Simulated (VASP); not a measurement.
# Rb (P6_3/mmc) in VASP: a series of runs

Runs on Rb. Level: PBE. Tasks: single point, relaxation of cell and atoms.

All numbers are computed with VASP 6.6.1; they aren't measurements. Logs are shortened: lines on timing, memory, paths and dates and some standing lists are left out, and cuts for length are marked.

### Step 1. The cell of the first run

The structure is hexagonal, space group P6_3/mmc (No. 194). The conventional cell has a = 5.113 Å, b = 5.113 Å, c = 8.304 Å, α = 90.00°, β = 90.00°, γ = 120.00°.

### Step 2. Single point, PBE

The input, INCAR:

```
  ALGO = Normal
  EDIFF = 1E-7
  ENCUT = 520
  GGA = PE
  ISIF = 2
  ISMEAR = -1
  LASPH = T
  LCHARG = F
  LREAL = F
  LWAVE = F
  NBANDS = 16
  NELM = 80
  PREC = Accurate
  SIGMA = 0.05
```

The input, KPOINTS:

```
k-points
0
Gamma
  10 10 5
```

The input, POSCAR:

```
Rb
1.0
    5.1133429610      0.0000000000      0.0000000000
   -2.5566714805      4.4282849025      0.0000000000
    0.0000000000      0.0000000000      8.3037945340
Rb
2
Direct
    0.3333333333      0.6666666667      0.2500000000
    0.6666666667      0.3333333333      0.7500000000
```

Potentials or basis: VASP PAW PBE potentials, release 64 (Rb_sv).

On the command line:

```console
$ cat potpaw_PBE.64/Rb_sv/POTCAR > POTCAR
$ mpirun -np 1 vasp_std > vasp.out
```

OUTCAR:

```text
EDIFF = 1E-7
   ENCUT = 520
   GGA = PE
   ISIF = 2
   ISMEAR = -1
   LASPH = T
   LREAL = F
   NELM = 80
   PREC = Accurate

 ion  position               nearest neighbor table
   1  0.333  0.667  0.250-   2 5.09   2 5.09   2 5.09   2 5.09   2 5.09   2 5.09
   2  0.667  0.333  0.750-   1 5.09   1 5.09   1 5.09   1 5.09   1 5.09   1 5.09

  LATTYP: Found a hexagonal cell.
 ALAT       =     5.1133429610
 C/A-ratio  =     1.6239463297

  Lattice vectors:

 A1 = (   5.1133429610,   0.0000000000,   0.0000000000)
 A2 = (  -2.5566714805,   4.4282849025,   0.0000000000)
 A3 = (   0.0000000000,   0.0000000000,   8.3037945340)

Analysis of symmetry for initial positions (statically):
=====================================================================
 Subroutine PRICEL returns:
 Original cell was already a primitive cell.

 Routine SETGRP: Setting up the symmetry group for a
 hexagonal supercell.

 Subroutine GETGRP returns: Found 24 space group operations
 (whereof 12 operations were pure point group operations)
 out of a pool of 24 trial point group operations.

The static configuration has the point symmetry D_3d.
 The point group associated with its full space group is D_6h.

Analysis of symmetry for dynamics (positions and initial velocities):
=====================================================================
 Subroutine PRICEL returns:
 Original cell was already a primitive cell.

 Routine SETGRP: Setting up the symmetry group for a
 hexagonal supercell.

 Subroutine GETGRP returns: Found 24 space group operations
 (whereof 12 operations were pure point group operations)
 out of a pool of 24 trial point group operations.

The dynamic configuration has the point symmetry D_3d.
 The point group associated with its full space group is D_6h.

 Subroutine INISYM returns: Found 24 space group operations
 (whereof 12 operations are pure point group operations),
 and found     1 'primitive' translations

----------------------------------------------------------------------------------------

                                     Primitive cell

  volume of cell :     188.0256

  direct lattice vectors                    reciprocal lattice vectors
     5.113342961  0.000000000  0.000000000     0.195566776  0.112910531  0.000000000
    -2.556671480  4.428284902  0.000000000     0.000000000  0.225821062  0.000000000
     0.000000000  0.000000000  8.303794534     0.000000000  0.000000000  0.120426872

  length of vectors
     5.113342961  5.113342961  8.303794534     0.225821062  0.225821062  0.120426872

  position of ions in fractional coordinates (direct lattice)
     0.333333333  0.666666667  0.250000000
     0.666666667  0.333333333  0.750000000

  ion indices of the primitive-cell ions
   primitive index   ion index
                 1           1
                 2           2

----------------------------------------------------------------------------------------

 KPOINTS: k-points

Automatic generation of k-mesh.
 Grid dimensions read from file:
 generate k-points for:   10   10    5

 Generating k-lattice:

  Cartesian coordinates                     Fractional coordinates (reciprocal lattice)
     0.019556678  0.011291053  0.000000000     0.100000000  0.000000000  0.000000000
     0.000000000  0.022582106  0.000000000     0.000000000  0.100000000  0.000000000
     0.000000000  0.000000000  0.024085374     0.000000000  0.000000000  0.200000000

  Length of vectors
     0.022582106  0.022582106  0.024085374

  Shift w.r.t. Gamma in fractional coordinates (k-lattice)
     0.000000000  0.000000000  0.000000000

 Subroutine IBZKPT returns following result:
 ===========================================

 Found     42 irreducible k-points:

 Following reciprocal coordinates:
            Coordinates               Weight
  0.000000  0.000000  0.000000      1.000000
  0.100000  0.000000  0.000000      6.000000
  0.200000  0.000000  0.000000      6.000000
  0.300000  0.000000  0.000000      6.000000
  0.400000  0.000000  0.000000      6.000000
  0.500000  0.000000  0.000000      3.000000
[... 16 lines left out ...]
  0.300000  0.100000  0.200000     24.000000
  0.400000  0.100000  0.200000     24.000000
 [... further k-points ...]
   k-points           NKPTS =     42   k-points in BZ     NKDIM =     42   number of bands    NBANDS=     16
   number of dos      NEDOS =    301   number of ions     NIONS =      2
   total plane-waves  NPLWV = 102400
   dimension x,y,z NGX =    40 NGY =   40 NGZ =   64
   dimension x,y,z NGXF=    80 NGYF=   80 NGZF=  128
   ions per type =               2
   NGX,Y,Z   is equivalent  to a cutoff of  13.00, 13.00, 12.81 a.u.
   NGXF,Y,Z  is equivalent  to a cutoff of  26.01, 26.01, 25.63 a.u.
 SYSTEM =  unknown system
   PREC   = accura    normal or accurate (medium, high low for compatibility)
   ISTART =      0    job   : 0-new  1-cont  2-samecut
   ICHARG =      2    charge: 1-file 2-atom 10-const
   ISPIN  =      1    spin polarized calculation?
   LNONCOLLINEAR =      F non collinear calculations
   LSORBIT =      F    spin-orbit coupling
   LASPH  =      T    aspherical Exc in radial PAW
   ENCUT  =  520.0 eV  38.22 Ry    6.18 a.u.   9.51  9.51 15.44*2*pi/ulx,y,z
   NELM   =     80;   NELMIN=  2; NELMDL= -5     # of ELM steps
   EDIFF  = 0.1E-06   stopping-criterion for ELM
   LREAL  =      F    real-space projection
   EDIFFG = 0.1E-05   stopping-criterion for IOM
   NSW    =      0    number of steps for IOM
   IBRION =     -1    ionic relax: 0-MD 1-quasi-New 2-CG
   NFREE  =      0    steps in history (QN), initial steepest desc. (CG)
   ISIF   =      2    stress and relaxation
   ISYM   =      2    0-nonsym 1-usesym 2-fastsym
   POTIM  = 0.5000    time-step for ionic-motion
   TEBEG  =    0.0;   TEEND  =   0.0 temperature during run
   PSTRESS=    0.0 pullay stress
   NELECT =      18.0000    total number of electrons
   NUPDOWN=      -1.0000    fix difference up-down
   EMIN   =  10.00;   EMAX   =-10.00  energy-range for DOS
   EFERMI =   0.00;   METHOD = LEGACY
   ISMEAR =    -1;   SIGMA  =   0.05  broadening in eV -4-tet -1-fermi 0-gaus
   EFERMI_NEDOS =   21; number of points for ismear=-14 and -15
   IALGO  =     38    algorithm
   IMIX   =      4    mixing-type and parameters
     AMIX     =   0.40;   BMIX     =  1.00
     AMIX_MAG =   1.60;   BMIX_MAG =  1.00
  volume/ion in A,a.u.               =      94.01       634.43
  Fermi-wavevector in a.u.,A,eV,Ry     =   0.748905  1.415225  7.630943  0.560858
  Thomas-Fermi vector in A             =   1.845301
   LORBIT       =      0    0 simple, 1 ext, 2 COOP (PROOUT), +10 PAW based schemes
   GGA     = PE    functional components
   LHFCALC =     F    Hartree Fock is set to
   AEXX    =    0.0000 exact exchange contribution
   IVDW    =     0    specifies the selected vdW correction
   LEPSILON=     F    determine dielectric tensor
   LRPA    =     F    only Hartree local field effects (RPA)
 non-spin polarized calculation
  energy-cutoff  :      520.00
  volume of cell :      188.03
 maximum number of plane-waves:      5119
 NGX is ok and might be reduce to    40
   NGX = 19   NGY = 19   NGZ = 31

 number of electron      18.0000000 magnetization

 Free energy of the ion-electron system (eV)
  ---------------------------------------------------
  ext. energy  EPLUGINS =         0.00000000
  ---------------------------------------------------
  free energy    TOTEN  =        -1.88032040 eV

  energy without entropy =       -1.86445199  energy(sigma->0) =       -1.87238619

 E-fermi :  -0.0671     XC(G=0):  -5.3873

 val. band max:       -0.0936200773   @ k =   0.2000   0.2000   0.4000
 cond. band min:      -0.0304273183   @ k =   0.3000   0.1000   0.4000
 fundamental gap:      0.0631927590
 Fermi energy:        -0.0670506789

 k-point     1 :       0.0000    0.0000    0.0000
  band No.  band energies     occupation
      1     -28.9730      2.00000
      2     -28.9697      2.00000
      3     -13.1039      2.00000
      4     -13.0317      2.00000
      5     -13.0317      2.00000
      6     -13.0196      2.00000
[... 8 lines left out ...]
     15       3.7720      0.00000
     16       3.7720      0.00000

 k-point     2 :       0.1000    0.0000    0.0000
  band No.  band energies     occupation
      1     -28.9727      2.00000
      2     -28.9696      2.00000
      3     -13.1012      2.00000
      4     -13.0376      2.00000
      5     -13.0336      2.00000
      6     -13.0258      2.00000
[... 8 lines left out ...]
     15       3.6993      0.00000
     16       3.8758      0.00000

 k-point     3 :       0.2000    0.0000    0.0000
  band No.  band energies     occupation
      1     -28.9720      2.00000
      2     -28.9692      2.00000
      3     -13.0938      2.00000
      4     -13.0532      2.00000
      5     -13.0417      2.00000
      6     -13.0384      2.00000
[... 8 lines left out ...]
     15       3.6160      0.00000
     16       3.7732      0.00000

 k-point     4 :       0.3000    0.0000    0.0000
  band No.  band energies     occupation
      1     -28.9710      2.00000
      2     -28.9689      2.00000
      3     -13.0832      2.00000
      4     -13.0728      2.00000
      5     -13.0608      2.00000
      6     -13.0443      2.00000
[... 8 lines left out ...]
     15       3.5144      0.00000
     16       3.8841      0.00000

 k-point     5 :       0.4000    0.0000    0.0000
  band No.  band energies     occupation
      1     -28.9702      2.00000
      2     -28.9687      2.00000
      3     -13.0887      2.00000
      4     -13.0759      2.00000
      5     -13.0723      2.00000
      6     -13.0489      2.00000
[... 8 lines left out ...]
     15       3.3470      0.00000
     16       4.1646      0.00000

 k-point     6 :       0.5000    0.0000    0.0000
  band No.  band energies     occupation
      1     -28.9698      2.00000
      2     -28.9687      2.00000
      3     -13.0948      2.00000
      4     -13.0816      2.00000
      5     -13.0667      2.00000
      6     -13.0506      2.00000
[... 8 lines left out ...]
     15       3.2896      0.00000
     16       4.2734      0.00000

 k-point     7 :       0.1000    0.1000    0.0000
  band No.  band energies     occupation
      1     -28.9722      2.00000
      2     -28.9693      2.00000
      3     -13.0962      2.00000
      4     -13.0471      2.00000
      5     -13.0412      2.00000
      6     -13.0330      2.00000
[... 8 lines left out ...]
     15       3.6534      0.00000
     16       3.7614      0.00000

 k-point     8 :       0.2000    0.1000    0.0000
  band No.  band energies     occupation
      1     -28.9714      2.00000
      2     -28.9690      2.00000
      3     -13.0871      2.00000
      4     -13.0632      2.00000
      5     -13.0561      2.00000
      6     -13.0410      2.00000
[... 8 lines left out ...]
     15       3.4219      0.00000
     16       3.8251      0.00000

 k-point     9 :       0.3000    0.1000    0.0000
  band No.  band energies     occupation
      1     -28.9705      2.00000
      2     -28.9688      2.00000
      3     -13.0806      2.00000
      4     -13.0760      2.00000
      5     -13.0701      2.00000
      6     -13.0487      2.00000
[... 8 lines left out ...]
     15       3.2013      0.00000
     16       3.8195      0.00000
[... 172 lines left out ...]
 k-point    19 :       0.4000    0.0000    0.2000
  band No.  band energies     occupation
      1     -28.9700      2.00000
      2     -28.9689      2.00000
      3     -13.0939      2.00000
      4     -13.0815      2.00000
      5     -13.0618      2.00000
      6     -13.0471      2.00000
[... 8 lines left out ...]
     15       3.4038      0.00000
     16       4.0541      0.00000

 k-point    20 :       0.5000    0.0000    0.2000
  band No.  band energies     occupation
      1     -28.9697      2.00000
      2     -28.9688      2.00000
      3     -13.0988      2.00000
      4     -13.0869      2.00000
      5     -13.0588      2.00000
      6     -13.0487      2.00000
[... 8 lines left out ...]
     15       3.3551      0.00000
     16       4.1416      0.00000

 k-point    21 :       0.1000    0.1000    0.2000
  band No.  band energies     occupation
      1     -28.9719      2.00000
      2     -28.9696      2.00000
      3     -13.0904      2.00000
      4     -13.0449      2.00000
      5     -13.0433      2.00000
      6     -13.0351      2.00000
[... 8 lines left out ...]
     15       3.4794      0.00000
     16       3.7748      0.00000

 k-point    22 :       0.2000    0.1000    0.2000
  band No.  band energies     occupation
      1     -28.9711      2.00000
      2     -28.9692      2.00000
      3     -13.0857      2.00000
      4     -13.0610      2.00000
      5     -13.0565      2.00000
      6     -13.0415      2.00000
[... 8 lines left out ...]
     15       3.3125      0.00000
     16       3.8550      0.00000

 k-point    23 :       0.3000    0.1000    0.2000
  band No.  band energies     occupation
      1     -28.9703      2.00000
      2     -28.9689      2.00000
      3     -13.0880      2.00000
      4     -13.0759      2.00000
      5     -13.0624      2.00000
      6     -13.0478      2.00000
[... 8 lines left out ...]
     15       3.1215      0.00000
     16       3.8682      0.00000

 k-point    24 :       0.4000    0.1000    0.2000
  band No.  band energies     occupation
      1     -28.9697      2.00000
      2     -28.9688      2.00000
      3     -13.0955      2.00000
      4     -13.0842      2.00000
      5     -13.0602      2.00000
      6     -13.0502      2.00000
[... 8 lines left out ...]
     15       3.0600      0.00000
     16       3.7777      0.00000

 [... further k-points ...]
[... 5 lines left out ...]
  --------------------------------------------------------------------------------------
  -------------------------------------------------------------------------------------
  Total       -0.0835049     -0.0835049     -0.0847482      0.0000000      0.0000000      0.0000000
  in kB       -0.7115502     -0.7115502     -0.7221444      0.0000000      0.0000000      0.0000000
  external PRESSURE =      -0.7150816 kB  Pullay stress =       0.0000000 kB

 VOLUME and BASIS-vectors are now :
 -----------------------------------------------------------------------------
  energy-cutoff  :      520.00
  volume of cell :      188.03
      direct lattice vectors                 reciprocal lattice vectors
     5.113342961  0.000000000  0.000000000     0.195566776  0.112910531  0.000000000
    -2.556671480  4.428284902  0.000000000     0.000000000  0.225821062  0.000000000
     0.000000000  0.000000000  8.303794534     0.000000000  0.000000000  0.120426872

 POSITION                                       TOTAL-FORCE (eV/Angst)
 -----------------------------------------------------------------------------------
     -0.00000      2.95219      2.07595        -0.000000      0.000000     -0.000000
      2.55667      1.47609      6.22785         0.000000     -0.000000      0.000000
 -----------------------------------------------------------------------------------
    total drift:                               -0.000000      0.000000     -0.000000

  FREE ENERGIE OF THE ION-ELECTRON SYSTEM (eV)
  ---------------------------------------------------
  free  energy   TOTEN  =        -1.8803203994 eV

  energy  without entropy=       -1.8644519905  energy(sigma->0) =       -1.87238619
```

Run time: 98 s. Hardware: 1 thread of Intel Xeon 6975P-C, shared host; peak memory 0.35 GiB.

What came out:

```yaml
Free_energy: -1.8803 eV
Pressure: -0.1 GPa
Band_gap_on_the_k_mesh: zero (band 9 reaches 0.56 eV, above the bottom of band 10 at -1.06 eV)
```

### Step 3. Relaxation of cell and atoms, PBE

This run uses another cell than the first one, of 91.23 Å³/atom, 0.970 times its volume.

The input, INCAR:

```
PREC = Accurate
ENCUT = 600
EDIFF = 1E-6
ISMEAR = -1
SIGMA = 0.05
LREAL = False
LASPH = True
NELM = 60
ALGO = Normal
ISIF = 3
LWAVE = False
LCHARG = False
GGA = PE
IBRION = 2
NSW = 45
EDIFFG = -0.005
```

The input, KPOINTS:

```
regular mesh
0
Gamma
  10 10 5
```

The input, POSCAR:

```
Rb
1.0
    5.0664732571      0.0000000000      0.0000000000
   -2.5332366285      4.3876945482      0.0000000000
    0.0000000000      0.0000000000      8.2076866765
Rb
2
Direct
    0.3333333333      0.6666666667      0.2500000000
    0.6666666667      0.3333333333      0.7500000000
```

Potentials or basis: VASP PAW PBE potentials, release 64 (Rb_sv).

On the command line:

```console
$ cat potpaw_PBE.64/Rb_sv/POTCAR > POTCAR
$ mpirun -np 1 vasp_std > vasp.out
```

Wall time 2.4 min (1 thread of Intel Xeon 6975P-C, shared host); peak memory 0.39 GiB.

Results (log left out):

```
Free energy                            : -1.8814 eV
Relaxed volume                         : 91.49 Å³/atom
Relaxed cell                           : a = 5.070 Å, b = 5.070 Å, c = 8.221 Å, α = 90.00°, β = 90.00°, γ = 120.00°
Space group after relaxing (to 0.05 Å) : P6_3/mmc (No. 194)
Energy gained by relaxing              : 0.0 meV/atom
Ionic steps                            : 3
Pressure after relaxing                : 0.0 GPa
Band gap on the k mesh                 : zero (band 9 reaches 0.62 eV, above the bottom of band 10 at -1.02 eV)
```

Final structure:
```
Rb
1.0
     5.06958    0.00000    0.00000
    -2.53479    4.39039    0.00000
     0.00000    0.00000    8.22080
Rb
2
Direct
  0.33333 0.66667 0.25000
  0.66667 0.33333 0.75000
```

Levels at points of the mesh, in eV from the Fermi level:
```csv
k point,band 7,band 8,band 9,band 10,band 11,band 12
"(0.00, 0.00, 0.00)",-12.94,-12.93,-1.96,0.16,0.68,3.46
"(0.50, 0.00, 0.00)",-12.96,-12.95,0.04,0.31,1.32,1.56
```
